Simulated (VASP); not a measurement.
Here is a VASP 6.6.1 calculation.

Contents of POSCAR:

```
MgO2
1.0
    1.5784791300      0.9113353506      3.4618981106
   -1.5784791300      0.9113353506      3.4618981106
    0.0000000000     -1.8226707012      3.4618981106
Mg O
1 2
Direct
    0.0000000000      0.0000000000      0.0000000000
    0.4291159763      0.4291159763      0.4291159763
    0.5708840237      0.5708840237      0.5708840237
```

Contents of INCAR.step1:

```
SYSTEM = MgO2
PREC = Accurate
ENCUT = 520
ISMEAR = 0
SIGMA = 0.01
LREAL = .False.
LASPH = .True.
NELM = 80
NBANDS = 14
GGA = PE
ALGO = Normal
EDIFF = 1E-4
LWAVE = .True.
LCHARG = .False.
```

INCAR.step2

```
SYSTEM = MgO2
PREC = Accurate
ENCUT = 520
EDIFF = 1E-7
ISMEAR = 0
SIGMA = 0.01
LREAL = .False.
LASPH = .True.
NELM = 80
ALGO = Normal
ISIF = 2
LWAVE = .False.
LCHARG = .False.
METAGGA = R2SCAN
LMIXTAU = .True.
NBANDS = 14
ISTART = 1
```

Contents of KPOINTS:

```
regular mesh
0
Gamma
  6 6 6
  0 0 0
```

Potentials or basis: VASP PAW PBE potentials, release 64 (Mg, O).

Run with:

```bash
$ cat potpaw_PBE.64/Mg/POTCAR potpaw_PBE.64/O/POTCAR > POTCAR
$ cp INCAR.step1 INCAR
$ mpirun -np 1 vasp_std > vasp.out
$ cp INCAR.step2 INCAR
$ mpirun -np 1 vasp_std > vasp.out
```

Task: Estimate the pressure.

Result: -0.3 GPa.

Task: Predict the band gap on the k mesh.

Result: 3.13 eV, direct.

Task: Estimate the largest force.

Result: 0.291 eV/Å.

Forces on the atoms (eV/Å):
```
Mg   0.000  0.000  0.000
O    0.000  0.000 -0.291
O    0.000  0.000  0.291
```

Caveat: the PAW data sets were made with another functional, which shifts forces and pressure a little. A k mesh can miss the band edges.
